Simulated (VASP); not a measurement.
Here is a VASP 6.6.1 calculation.

The input INCAR:

```
PREC = Accurate
ENCUT = 520
EDIFF = 1E-6
ISMEAR = -1
SIGMA = 0.1
LREAL = F
LASPH = T
NELM = 60
ALGO = Normal
ISIF = 2
LWAVE = F
LCHARG = F
GGA = PE
NBANDS = 10
```

The input KPOINTS:

```
regular mesh
0
Gamma
  11 11 11
```

The input POSCAR:

```
Rb
1.0
    4.8031510998      0.0000000000      0.0000000000
    0.0000000000      4.8031510998      0.0000000000
    0.0000000000      0.0000000000      4.8031510998
Rb
1
Direct
    0.0000000000      0.0000000000      0.0000000000
```

Potentials or basis: VASP PAW PBE potentials, release 64 (Rb_sv).

The run is started by

```sh
$ cat potpaw_PBE.64/Rb_sv/POTCAR > POTCAR
$ mpirun -np 1 vasp_std > vasp.out
```

What does it give for the pressure?

-0.2 GPa.
